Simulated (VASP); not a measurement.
# AlN (P6_3/mmc) in VASP: notebook

AlN is run at these levels: PBEsol; tasks: single point.

All numbers are computed with VASP 6.6.1; they aren't measurements. Logs are shortened: lines on timing, memory, paths and dates and some standing lists are left out, and cuts for length are marked.

**1. The cell of the first run**

Symmetry: P6_3/mmc, No. 194, hexagonal system. Conventional cell: a = 3.202 Å, b = 3.202 Å, c = 4.016 Å, α = 90.00°, β = 90.00°, γ = 120.00°. Al (site symmetry -6m2) has 5 N at 1.85 to 2.01 Å within 2.5 Å. N (site symmetry -6m2) has 5 Al at 1.85 to 2.01 Å within 2.5 Å.

**2. Single point, PBEsol**

INCAR reads:

```
PREC     = Accurate       # precision mode
ENCUT    = 520            # plane-wave cutoff, eV
EDIFF    = 1E-6           # SCF threshold, eV
ISMEAR   = 0              # smearing method
SIGMA    = 0.05           # smearing width, eV
LREAL    = F              # projectors in reciprocal space
LASPH    = T              # aspherical terms in the spheres
NELM     = 100            # most SCF steps
ALGO     = Normal         # electronic algorithm
ISIF     = 2              # what is computed and relaxed
LWAVE    = F              # write WAVECAR
LCHARG   = F              # write CHGCAR
GGA      = PS             # functional
NBANDS   = 16             # bands
```

KPOINTS reads:

```
Automatic mesh
0
Gamma
  9 9 6
```

POSCAR reads:

```
AlN
1.0
    3.2024000000      0.0000000000      0.0000000000
   -1.6012000000      2.7733597531      0.0000000000
    0.0000000000      0.0000000000      4.0158000000
Al N
2 2
Direct
    0.3333333333      0.6666666667      0.7500000000
    0.6666666667      0.3333333333      0.2500000000
    0.3333333333      0.6666666667      0.2500000000
    0.6666666667      0.3333333333      0.7500000000
```

Potentials or basis: VASP PAW PBE potentials, release 64 (Al, N).

Launch:

```console
$ cat potpaw_PBE.64/Al/POTCAR potpaw_PBE.64/N/POTCAR > POTCAR
$ mpirun -np 1 vasp_std > vasp.out
```

OUTCAR:

```text
PREC = Accurate
   ENCUT = 520
   EDIFF = 1E-6
   ISMEAR = 0
   LREAL = F
   LASPH = T
   NELM = 100
   ISIF = 2
   GGA = PS

 ion  position               nearest neighbor table
   1  0.333  0.667  0.750-   4 1.85   4 1.85   4 1.85   3 2.01   3 2.01   2 2.73   2 2.73   2 2.73
                             2 2.73   2 2.73   2 2.73
   2  0.667  0.333  0.250-   3 1.85   3 1.85   3 1.85   4 2.01   4 2.01   1 2.73   1 2.73   1 2.73
                             1 2.73   1 2.73   1 2.73
   3  0.333  0.667  0.250-   2 1.85   2 1.85   2 1.85   1 2.01   1 2.01
   4  0.667  0.333  0.750-   1 1.85   1 1.85   1 1.85   2 2.01   2 2.01

  LATTYP: Found a hexagonal cell.
 ALAT       =     3.2024000000
 C/A-ratio  =     1.2539970022

  Lattice vectors:

 A1 = (   3.2024000000,   0.0000000000,   0.0000000000)
 A2 = (  -1.6012000000,   2.7733597531,   0.0000000000)
 A3 = (   0.0000000000,   0.0000000000,   4.0158000000)

Analysis of symmetry for initial positions (statically):
=====================================================================
 Subroutine PRICEL returns:
 Original cell was already a primitive cell.

 Routine SETGRP: Setting up the symmetry group for a
 hexagonal supercell.

 Subroutine GETGRP returns: Found 24 space group operations
 (whereof 12 operations were pure point group operations)
 out of a pool of 24 trial point group operations.

The static configuration has the point symmetry D_3d.
 The point group associated with its full space group is D_6h.

Analysis of symmetry for dynamics (positions and initial velocities):
=====================================================================
 Subroutine PRICEL returns:
 Original cell was already a primitive cell.

 Routine SETGRP: Setting up the symmetry group for a
 hexagonal supercell.

 Subroutine GETGRP returns: Found 24 space group operations
 (whereof 12 operations were pure point group operations)
 out of a pool of 24 trial point group operations.

The dynamic configuration has the point symmetry D_3d.
 The point group associated with its full space group is D_6h.

 Subroutine INISYM returns: Found 24 space group operations
 (whereof 12 operations are pure point group operations),
 and found     1 'primitive' translations

----------------------------------------------------------------------------------------

                                     Primitive cell

  volume of cell :      35.6660

  direct lattice vectors                    reciprocal lattice vectors
     3.202400000  0.000000000  0.000000000     0.312265801  0.180286744  0.000000000
    -1.601200000  2.773359753  0.000000000     0.000000000  0.360573488  0.000000000
     0.000000000  0.000000000  4.015800000     0.000000000  0.000000000  0.249016385

  length of vectors
     3.202400000  3.202400000  4.015800000     0.360573488  0.360573488  0.249016385

  position of ions in fractional coordinates (direct lattice)
     0.333333333  0.666666667  0.750000000
     0.666666667  0.333333333  0.250000000
     0.333333333  0.666666667  0.250000000
     0.666666667  0.333333333  0.750000000

  ion indices of the primitive-cell ions
   primitive index   ion index
                 1           1
                 2           2
                 3           3
                 4           4

----------------------------------------------------------------------------------------

 KPOINTS: Automatic mesh

Automatic generation of k-mesh.
 Grid dimensions read from file:
 generate k-points for:    9    9    6

 Generating k-lattice:

  Cartesian coordinates                     Fractional coordinates (reciprocal lattice)
     0.034696200  0.020031860  0.000000000     0.111111111  0.000000000  0.000000000
     0.000000000  0.040063721  0.000000000     0.000000000  0.111111111  0.000000000
     0.000000000  0.000000000  0.041502731     0.000000000  0.000000000  0.166666667

  Length of vectors
     0.040063721  0.040063721  0.041502731

  Shift w.r.t. Gamma in fractional coordinates (k-lattice)
     0.000000000  0.000000000  0.000000000

 Subroutine IBZKPT returns following result:
 ===========================================

 Found     48 irreducible k-points:

 Following reciprocal coordinates:
            Coordinates               Weight
  0.000000  0.000000  0.000000      1.000000
  0.111111  0.000000  0.000000      6.000000
  0.222222 -0.000000  0.000000      6.000000
  0.333333  0.000000  0.000000      6.000000
  0.444444 -0.000000  0.000000      6.000000
  0.111111  0.111111  0.000000      6.000000
[... 16 lines left out ...]
  0.333333  0.222222  0.166667     24.000000
  0.333333  0.333333  0.166667      4.000000
 [... further k-points ...]
   k-points           NKPTS =     48   k-points in BZ     NKDIM =     48   number of bands    NBANDS=     16
   number of dos      NEDOS =    301   number of ions     NIONS =      4
   total plane-waves  NPLWV =  17280
   dimension x,y,z NGX =    24 NGY =   24 NGZ =   30
   dimension x,y,z NGXF=    48 NGYF=   48 NGZF=   60
   ions per type =               2   2
   NGX,Y,Z   is equivalent  to a cutoff of  12.46, 12.46, 12.42 a.u.
   NGXF,Y,Z  is equivalent  to a cutoff of  24.92, 24.92, 24.84 a.u.
 SYSTEM =  unknown system
   PREC   = accura    normal or accurate (medium, high low for compatibility)
   ISTART =      0    job   : 0-new  1-cont  2-samecut
   ICHARG =      2    charge: 1-file 2-atom 10-const
   ISPIN  =      1    spin polarized calculation?
   LNONCOLLINEAR =      F non collinear calculations
   LSORBIT =      F    spin-orbit coupling
   LASPH  =      T    aspherical Exc in radial PAW
   ENCUT  =  520.0 eV  38.22 Ry    6.18 a.u.   5.95  5.95  7.47*2*pi/ulx,y,z
   NELM   =    100;   NELMIN=  2; NELMDL= -5     # of ELM steps
   EDIFF  = 0.1E-05   stopping-criterion for ELM
   LREAL  =      F    real-space projection
   EDIFFG = 0.1E-04   stopping-criterion for IOM
   NSW    =      0    number of steps for IOM
   IBRION =     -1    ionic relax: 0-MD 1-quasi-New 2-CG
   NFREE  =      0    steps in history (QN), initial steepest desc. (CG)
   ISIF   =      2    stress and relaxation
   ISYM   =      2    0-nonsym 1-usesym 2-fastsym
   POTIM  = 0.5000    time-step for ionic-motion
   TEBEG  =    0.0;   TEEND  =   0.0 temperature during run
   PSTRESS=    0.0 pullay stress
   NELECT =      16.0000    total number of electrons
   NUPDOWN=      -1.0000    fix difference up-down
   EMIN   =  10.00;   EMAX   =-10.00  energy-range for DOS
   EFERMI =   0.00;   METHOD = LEGACY
   ISMEAR =     0;   SIGMA  =   0.05  broadening in eV -4-tet -1-fermi 0-gaus
   EFERMI_NEDOS =   21; number of points for ismear=-14 and -15
   IALGO  =     38    algorithm
   IMIX   =      4    mixing-type and parameters
     AMIX     =   0.40;   BMIX     =  1.00
     AMIX_MAG =   1.60;   BMIX_MAG =  1.00
  volume/ion in A,a.u.               =       8.92        60.17
  Fermi-wavevector in a.u.,A,eV,Ry     =   1.253228  2.368258 21.369055  1.570581
  Thomas-Fermi vector in A             =   2.387091
   LORBIT       =      0    0 simple, 1 ext, 2 COOP (PROOUT), +10 PAW based schemes
   GGA     = PS    functional components
   LHFCALC =     F    Hartree Fock is set to
   AEXX    =    0.0000 exact exchange contribution
   IVDW    =     0    specifies the selected vdW correction
   LEPSILON=     F    determine dielectric tensor
   LRPA    =     F    only Hartree local field effects (RPA)
 non-spin polarized calculation
 Gauss-broadening in eV      SIGMA  =   0.05
  energy-cutoff  :      520.00
  volume of cell :       35.67
 maximum number of plane-waves:       978
 NGX is ok and might be reduce to    24
   NGX = 11   NGY = 11   NGZ = 15

 number of electron      16.0000005 magnetization

 Free energy of the ion-electron system (eV)
  ---------------------------------------------------
  ext. energy  EPLUGINS =         0.00000000
  ---------------------------------------------------
  free energy    TOTEN  =       -30.70976392 eV

  energy without entropy =      -30.70976392  energy(sigma->0) =      -30.70976392

 E-fermi :   9.3501     XC(G=0): -11.8458

 val. band max:        9.1189066408   @ k =   0.0000   0.0000   0.0000
 cond. band min:      13.1188247254   @ k =   0.0000   0.0000   0.0000
 fundamental gap:      3.9999180846
 Fermi energy:         9.3501051992

 k-point     1 :       0.0000    0.0000    0.0000
  band No.  band energies     occupation
      1      -8.5188      2.00000
      2      -4.2334      2.00000
      3       1.5470      2.00000
      4       5.5067      2.00000
      5       5.5067      2.00000
      6       7.3229      2.00000
[... 8 lines left out ...]
     15      21.2826      0.00000
     16      21.2826      0.00000

 k-point     2 :       0.1111    0.0000    0.0000
  band No.  band energies     occupation
      1      -8.3606      2.00000
      2      -4.2323      2.00000
      3       1.7102      2.00000
      4       4.9843      2.00000
      5       5.2848      2.00000
      6       6.8491      2.00000
[... 8 lines left out ...]
     15      20.7999      0.00000
     16      21.6664      0.00000

 k-point     3 :       0.2222   -0.0000    0.0000
  band No.  band energies     occupation
      1      -7.9050      2.00000
      2      -4.2837      2.00000
      3       2.1864      2.00000
      4       3.8436      2.00000
      5       4.8396      2.00000
      6       5.9627      2.00000
[... 8 lines left out ...]
     15      20.0963      0.00000
     16      22.3481      0.00000
[... 362 lines left out ...]
 k-point    23 :       0.3333    0.2222    0.1667
  band No.  band energies     occupation
      1      -6.0551      2.00000
      2      -5.1180      2.00000
      3       1.9493      2.00000
      4       2.8583      2.00000
      5       3.7533      2.00000
      6       5.6255      2.00000
[... 8 lines left out ...]
     15      21.6837      0.00000
     16      23.6038      0.00000

 k-point    24 :       0.3333    0.3333    0.1667
  band No.  band energies     occupation
      1      -5.5258      2.00000
      2      -5.5258      2.00000
      3       1.8709      2.00000
      4       3.1831      2.00000
      5       3.1831      2.00000
      6       5.8425      2.00000
[... 8 lines left out ...]
     15      21.1502      0.00000
     16      23.3450      0.00000

 [... further k-points ...]

------------------------ aborting loop because EDIFF is reached ----------------------------------------

  FORCE on cell =-STRESS in cart. coord.  units (eV):
  Direction    XX          YY          ZZ          XY          YZ          ZX
  --------------------------------------------------------------------------------------
  -------------------------------------------------------------------------------------
  Total        5.5535372      5.5535372      4.7065147      0.0000000     -0.0000000     -0.0000000
  in kB      249.4746403    249.4746403    211.4249044      0.0000000     -0.0000000     -0.0000000
  external PRESSURE =     236.7913950 kB  Pullay stress =       0.0000000 kB

 VOLUME and BASIS-vectors are now :
 -----------------------------------------------------------------------------
  energy-cutoff  :      520.00
  volume of cell :       35.67
      direct lattice vectors                 reciprocal lattice vectors
     3.202400000  0.000000000  0.000000000     0.312265801  0.180286744  0.000000000
    -1.601200000  2.773359753  0.000000000     0.000000000  0.360573488  0.000000000
     0.000000000  0.000000000  4.015800000     0.000000000  0.000000000  0.249016385

 POSITION                                       TOTAL-FORCE (eV/Angst)
 -----------------------------------------------------------------------------------
     -0.00000      1.84891      3.01185        -0.000000      0.000000      0.000000
      1.60120      0.92445      1.00395         0.000000      0.000000      0.000000
     -0.00000      1.84891      1.00395        -0.000000     -0.000000      0.000000
      1.60120      0.92445      3.01185         0.000000      0.000000      0.000000
 -----------------------------------------------------------------------------------
    total drift:                                0.000000     -0.000000      0.000000

  FREE ENERGIE OF THE ION-ELECTRON SYSTEM (eV)
  ---------------------------------------------------
  free  energy   TOTEN  =       -30.7097639231 eV

  energy  without entropy=      -30.7097639231  energy(sigma->0) =      -30.70976392
```

Run time: 16 s. Hardware: 1 thread of Intel Xeon Platinum 8259CL at 2.50GHz (Skylake/Cascade Lake), shared host; peak memory 0.15 GiB.

Results:

```yaml
Free_energy: -30.7098 eV
Pressure: 23.7 GPa
Band_gap_on_the_k_mesh: 4.00 eV
```

Caveat: the cell stands under pressure; the PAW data sets were made with another functional, which shifts forces and pressure a little; an odd mesh through Γ misses points on the zone boundary, where band edges can lie.

**3. Single point, PBEsol**

This run uses another cell than the first one, of 8.95 Å³/atom.

INCAR reads:

```
SYSTEM = AlN
ALGO     = Normal         ! electronic algorithm
EDIFF    = 1E-7           ! SCF threshold, eV
ENCUT    = 520            ! plane-wave cutoff, eV
GGA      = PS             ! functional
ISIF     = 2              ! what is computed and relaxed
ISMEAR   = 0              ! smearing method
LASPH    = .TRUE.         ! aspherical terms in the spheres
LCHARG   = .TRUE.         ! write CHGCAR
LELF     = .TRUE.         ! ELF
LREAL    = .FALSE.        ! projectors in reciprocal space
LVHAR    = .TRUE.       
LWAVE    = .FALSE.        ! write WAVECAR
NBANDS   = 16             ! bands
NELM     = 60             ! most SCF steps
PREC     = Accurate       ! precision mode
SIGMA    = 0.05           ! smearing width, eV
```

KPOINTS reads:

```
k-points
0
G
  9 9 6
  0 0 0
```

POSCAR reads:

```
AlN
1.0
    3.2420000000      0.0000000000      0.0000000000
   -1.6210000000      2.8076543591      0.0000000000
    0.0000000000      0.0000000000      3.9330000000
Al N
2 2
Direct
    0.3333333333      0.6666666667      0.7500000000
    0.6666666667      0.3333333333      0.2500000000
    0.3333333333      0.6666666667      0.2500000000
    0.6666666667      0.3333333333      0.7500000000
```

Potentials or basis: VASP PAW PBE potentials, release 64 (Al, N).

Launch:

```console
$ cat potpaw_PBE.64/Al/POTCAR potpaw_PBE.64/N/POTCAR > POTCAR
$ mpirun -np 1 vasp_std > vasp.out
```

It took 18 s on 1 thread of Intel Xeon Platinum 8259CL at 2.50GHz (Skylake/Cascade Lake), shared host; peak memory 0.15 GiB.

It converged, with:

```
Free energy            : -30.7183 eV
Pressure               : 22.1 GPa
Band gap on the k mesh : 4.02 eV
```

Stress tensor (GPa, compression positive):
```
19.38  0.00  0.00
 0.00 19.38  0.00
 0.00  0.00 27.54
```

Levels at points of the mesh, in eV from the valence-band top:
| k point | band 6 | band 7 | band 8 | band 9 | band 10 | band 11 |
| --- | --- | --- | --- | --- | --- | --- |
| (0.00, 0.00, 0.00) | -1.59 | -1.59 | 0.00 | 4.02 | 5.23 | 8.65 |
| (0.00, 0.00, 0.50) | -2.64 | -2.64 | -2.64 | 6.30 | 6.30 | 8.68 |

Caveat: the cell stands under pressure; the PAW data sets were made with another functional, which shifts forces and pressure a little; an odd mesh through Γ misses points on the zone boundary, where band edges can lie.

**4. Single point, PBEsol**

This run uses another cell than the first one, of 9.06 Å³/atom.

Changes to INCAR since step 3:

```diff
@@ -2,3 +2,3 @@
 ALGO     = Normal         ! electronic algorithm
-EDIFF    = 1E-7           ! SCF threshold, eV
+EDIFF    = 1E-6           ! SCF threshold, eV
 ENCUT    = 520            ! plane-wave cutoff, eV
@@ -14,3 +14,3 @@
 NBANDS   = 16             ! bands
-NELM     = 60             ! most SCF steps
+NELM     = 100            ! most SCF steps
 PREC     = Accurate       ! precision mode
```

KPOINTS is that of step 3.

Changes to POSCAR since step 3:

```diff
@@ -2,4 +2,4 @@
 1.0
-    3.2420000000      0.0000000000      0.0000000000
-   -1.6210000000      2.8076543591      0.0000000000
+    3.2618000000      0.0000000000      0.0000000000
+   -1.6309000000      2.8248016620      0.0000000000
     0.0000000000      0.0000000000      3.9330000000
```

Launch:

```console
$ cat potpaw_PBE.64/Al/POTCAR potpaw_PBE.64/N/POTCAR > POTCAR
$ mpirun -np 1 vasp_std > vasp.out
```

Wall time 17 s (1 thread of Intel Xeon Platinum 8259CL at 2.50GHz (Skylake/Cascade Lake), shared host); peak memory 0.15 GiB.

It converged, with:

- Free energy: -30.7658 eV
- Pressure: 18.6 GPa
- Band gap on the k mesh: 3.95 eV

Stress tensor (GPa, compression positive):
```
15.19  0.00  0.00
 0.00 15.19  0.00
 0.00  0.00 25.33
```

Levels at points of the mesh, in eV from the valence-band top:
| k point | band 4 | band 5 | band 6 | band 7 | band 8 | band 9 | band 10 | band 11 | band 12 | band 13 |
| --- | --- | --- | --- | --- | --- | --- | --- | --- | --- | --- |
| (0.00, 0.00, 0.00) | -3.54 | -3.54 | -1.52 | -1.52 | 0.00 | 3.95 | 5.14 | 8.58 | 8.58 | 12.09 |
| (0.00, 0.00, 0.50) | -3.73 | -2.58 | -2.58 | -2.58 | -2.58 | 6.25 | 6.25 | 8.61 | 8.61 | 8.61 |

Caveat: the cell stands under pressure; the PAW data sets were made with another functional, which shifts forces and pressure a little; an odd mesh through Γ misses points on the zone boundary, where band edges can lie.

[end of part 1 of 2]
